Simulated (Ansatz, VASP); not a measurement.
# In6GeO in VASP and in Ansatz

INCAR

```
PREC     = Accurate       # precision mode
ENCUT    = 600            # plane-wave cutoff, eV
EDIFF    = 1E-6           # SCF threshold, eV
ISMEAR   = 0              # smearing method
SIGMA    = 0.15           # smearing width, eV
LREAL    = F              # projectors in reciprocal space
LASPH    = T              # aspherical terms in the spheres
NELM     = 100            # most SCF steps
ALGO     = Normal         # electronic algorithm
ISIF     = 3              # what is computed and relaxed
LWAVE    = F              # write WAVECAR
LCHARG   = F              # write CHGCAR
GGA      = PE             # functional
IBRION   = 2              # ionic algorithm
NSW      = 36             # ionic steps
EDIFFG   = -0.08          # ionic threshold
```

KPOINTS

```
Automatic mesh
0
Gamma
  2 2 3
```

The input POSCAR:

```
In6GeO
1.0
    6.6436753100      0.0000000000      0.0000000000
   -3.3218376500      5.7535915900      0.0000000000
    0.0000000000      0.0000000000      5.2162489300
In Ge O
6 1 1
Direct
    0.7196044500      0.0000000000      0.0000000000
    0.0000000000      0.7196044500      0.0000000000
    0.2803955500      0.2803955500      0.0000000000
    0.2803955500      0.0000000000      0.0000000000
    0.0000000000      0.2803955500      0.0000000000
    0.7196044500      0.7196044500      0.0000000000
    0.0000000000      0.0000000000      0.0000000000
    0.0000000000      0.0000000000      0.5000000000
```

Input for Ansatz:

```yaml
crystal:
  lattice:
    - [6.64367531, 0.0, 0.0]
    - [-3.32183765, 5.75359159, 0.0]
    - [0.0, 0.0, 5.21624893]
  atoms:
    - { symbol: In, position: [0.71960445, 0.0, 0.0] }
    - { symbol: In, position: [0.0, 0.71960445, 0.0] }
    - { symbol: In, position: [0.28039555, 0.28039555, 0.0] }
    - { symbol: In, position: [0.28039555, 0.0, 0.0] }
    - { symbol: In, position: [0.0, 0.28039555, 0.0] }
    - { symbol: In, position: [0.71960445, 0.71960445, 0.0] }
    - { symbol: Ge, position: [0.0, 0.0, 0.0] }
    - { symbol: O, position: [0.0, 0.0, 0.5] }
basis:
  ecutwfc: 420
kpoints:
  mp_grid: { grid: [2, 2, 3] }
hamiltonian:
  xc: pbe
scf:
  occupations: { method: gaussian, width: 0.15 }
  lower_state_search: "off"
output:
  forces: true
  stress: true
  eigenvalues: true
relax:
  adjacent_minimum: "off"
  f_tol: 0.08
  max_steps: 16
  cell: { stress_tol: 0.8 }
```

Alike in both runs: task relaxation of cell and atoms; functional PBE; k mesh 2 × 2 × 3; occupations gaussian, width 0.15 eV; no spin polarisation.

|  | VASP | Ansatz |
| --- | --- | --- |
| version | VASP 6.6.1 | Ansatz 0.2.0 |
| potentials or method | VASP PAW PBE potentials, release 64 (In_d, Ge_d, O), cutoff 600 eV | scalar-relativistic, plane waves, PAW |
| valence electrons in the cell | 98 | 98 |

VASP gave:

* gap on the k mesh at the Fermi level, each at its own relaxed structure (eV): none
* relaxed volume (Å³/atom): 30.97
* relaxed cell length with the largest relative difference (Å): 8.723

Task: Which values does Ansatz return?

Result: gap on the k mesh at the Fermi level, each at its own relaxed structure (eV): none; relaxed volume (Å³/atom): 31.95; relaxed cell length with the largest relative difference (Å): 8.842.

A gap of «none» marks a metal or a gap that the smearing closes.

The k mesh is coarse, so the values compare programs but aren't converged. Noted on VASP's run: the volume moved by over 15 % at a fixed basis, so the end points are rough.
